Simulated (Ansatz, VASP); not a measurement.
## Ga2F: VASP beside Ansatz

The input INCAR:

```
SYSTEM = Ga2F
ALGO = Normal
EDIFF = 1E-6
EDIFFG = -0.04
ENCUT = 600
GGA = PE
IBRION = 2
ISIF = 3
ISMEAR = 0
LASPH = .True.
LCHARG = .False.
LREAL = .False.
LWAVE = .False.
NELM = 100
NSW = 90
PREC = Accurate
SIGMA = 0.1
```

Contents of KPOINTS:

```
k-points
0
Gamma
  6 6 4
  0 0 0
```

POSCAR

```
Ga2F
1.0
    3.5800885590      0.0000000000      0.0000000000
   -1.7900442795      3.1004476399      0.0000000000
    0.0000000000      0.0000000000      3.8655441251
Ga F
2 1
Direct
    0.3333333333      0.6666666667      0.5000000000
    0.6666666667      0.3333333333      0.5000000000
    0.0000000000      0.0000000000      0.0000000000
```

Input for Ansatz:

```yaml
crystal:
  lattice:
    - [3.580088559, 0.0, 0.0]
    - [-1.7900442795, 3.1004476399, 0.0]
    - [0.0, 0.0, 3.8655441251]
  atoms:
    - { symbol: Ga, position: [0.3333333333, 0.6666666667, 0.5] }
    - { symbol: Ga, position: [0.6666666667, 0.3333333333, 0.5] }
    - { symbol: F, position: [0.0, 0.0, 0.0] }
basis:
  ecutwfc: 420
kpoints:
  mp_grid: { grid: [6, 6, 4] }
hamiltonian:
  xc: pbe
scf:
  occupations: { method: gaussian, width: 0.1 }
  lower_state_search: "off"
output:
  forces: true
  stress: true
  eigenvalues: true
relax:
  adjacent_minimum: "off"
  f_tol: 0.04
  max_steps: 70
  cell: { stress_tol: 0.4 }
```

Alike in both runs: task relaxation of cell and atoms; functional PBE; k mesh 6 × 6 × 4; occupations gaussian, width 0.1 eV; no spin polarisation.

|  | VASP | Ansatz |
| --- | --- | --- |
| version | VASP 6.6.1 | Ansatz 0.2.0 |
| potentials or method | VASP PAW PBE potentials, release 64 (Ga_d, F), cutoff 600 eV | scalar-relativistic, plane waves, PAW |
| valence electrons in the cell | 33 | 33 |

```csv
,VASP,Ansatz,Ansatz less VASP
"gap on the k mesh at the Fermi level, each at its own relaxed structure (eV)",none,none,-
relaxed volume (Å³/atom),16.10,16.63,+0.521
relaxed length of the cell vector where the two differ most in proportion (Å),4.486,4.564,+0.0781
```

A gap of «none» marks a metal or a gap that the smearing closes.

The k mesh is coarse, so the values compare programs but aren't converged.
